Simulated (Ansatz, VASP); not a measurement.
ZnS: VASP beside Ansatz

Contents of INCAR:

```
ALGO = Normal
EDIFF = 1E-6
ENCUT = 520
GGA = PE
ISIF = 2
ISMEAR = 0
LASPH = T
LCHARG = F
LREAL = F
LWAVE = F
NBANDS = 16
NELM = 80
PREC = Accurate
SIGMA = 0.05
```

The input KPOINTS:

```
k-points
0
Gamma
  8 8 8
```

File POSCAR:

```
ZnS
1.0
    0.0000000000      2.6399170651      2.7623874444
    2.6399170651      0.0000000000      2.7623874444
    2.6399170651      2.6399170651      0.0000000000
Zn S
1 1
Direct
    0.0000000000      0.0000000000      0.0000000000
    0.7500000000      0.7500000000      0.7500000000
```

Input for Ansatz:

```yaml
crystal:
  lattice:
    - [0.0, 2.6399170651, 2.7623874444]
    - [2.6399170651, 0.0, 2.7623874444]
    - [2.6399170651, 2.6399170651, 0.0]
  atoms:
    - { symbol: Zn, position: [0.0, 0.0, 0.0] }
    - { symbol: S, position: [0.75, 0.75, 0.75] }
basis:
  ecutwfc: 420
kpoints:
  mp_grid: { grid: [8, 8, 8] }
hamiltonian:
  xc: pbe
scf:
  occupations: { method: gaussian, width: 0.05 }
output:
  forces: true
  stress: true
  eigenvalues: true
```

Change from the starting cell: strain -0.030 along x and y, +0.015 along z, atoms carried along.

Alike in both runs: task single point; functional PBE; k mesh 8 × 8 × 8; occupations gaussian, width 0.05 eV; no spin polarisation.

```csv
,VASP,Ansatz
version,VASP 6.6.1,Ansatz 0.2.0
potentials or method,"VASP PAW PBE potentials, release 64 (Zn, S), cutoff 520 eV","scalar-relativistic, plane waves, PAW"
valence electrons in the cell,18,18
```

Ansatz gave:

- gap on the k mesh at the Fermi level (eV): 2.15
- least direct gap on the mesh (eV): 2.15
- pressure (GPa): 3.5
- traceless stress, the component that is largest in VASP (GPa): -1.31

Problem. Which values does VASP return?

Solution. gap on the k mesh at the Fermi level (eV): 2.16; least direct gap on the mesh (eV): 2.16; pressure (GPa): 3.7; traceless stress, the component that is largest in VASP (GPa): -1.30.
